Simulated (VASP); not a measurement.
**Be3N2: single point with LDA**

The system is Be3N2.

```xyz
5
Lattice="1.5294 0.8830 4.1936 -1.5294 0.8830 4.1936 0.0000 -1.7660 4.1936" Properties=species:S:1:pos:R:3 pbc="T T T"
Be    0.0000    0.0000   10.8069
Be    0.0000    0.0000    3.9968
Be    0.0000    0.0000    1.1173
N     0.0000    0.0000    2.5685
N     0.0000    0.0000    8.9126
```

This cell differs from its parent crystal: ratio of the length along z to the lengths across it x 0.8, volume and fractional coordinates fixed.

```yaml
Program: VASP 6.6.1
Task: single point
Functional: LDA
Potentials_or_basis: VASP PAW LDA potentials, release 64 (Be, N)
Cutoff: 520 eV
k_mesh: 12 × 12 × 12
Occupations: gaussian, width 0.05 eV
Spin: no spin polarisation
Dipole_correction: no
Further_INCAR_settings: ALGO = Normal; EDIFF = 1e-06; NBANDS = 16
```

```yaml
Pressure: 4.1 GPa
Largest_force: 3.102 eV/Å
Band_gap_on_the_k_mesh: 2.37 eV, indirect (least direct gap 2.64 eV)
```

Forces on the atoms (eV/Å):
```
Be   0.000  0.000 -1.306
Be   0.000  0.000  3.102
Be   0.000  0.000 -2.620
N    0.000  0.000 -0.073
N    0.000  0.000  0.897
```

Stress tensor (GPa, compression positive):
```
-30.42   0.00   0.00
  0.00 -30.42   0.00
  0.00   0.00  73.12
```

Levels at points of the mesh, in eV from the valence-band top:
| k point | band 6 | band 7 | band 8 | band 9 | band 10 | band 11 |
| --- | --- | --- | --- | --- | --- | --- |
| (0.00, 0.00, 0.00) | -0.45 | -0.45 | 0.00 | 4.27 | 6.08 | 6.08 |
| (0.50, 0.00, 0.00) | -3.59 | -2.90 | -2.82 | 4.68 | 6.53 | 10.52 |
| (0.50, 0.50, 0.00) | -3.20 | -1.00 | -0.27 | 2.37 | 8.05 | 8.55 |
| (0.50, 0.50, 0.50) | -2.04 | -1.35 | -1.35 | 4.58 | 7.48 | 7.83 |

It took 91 s on 1 thread of AMD EPYC 9R45 96-Core Processor (Zen 5) (shared host), peak memory 0.19 GiB.

Caveat: forces of over 1 eV/Å act on the atoms, so gaps and moduli don't describe the material at rest. A k mesh can miss the band edges.
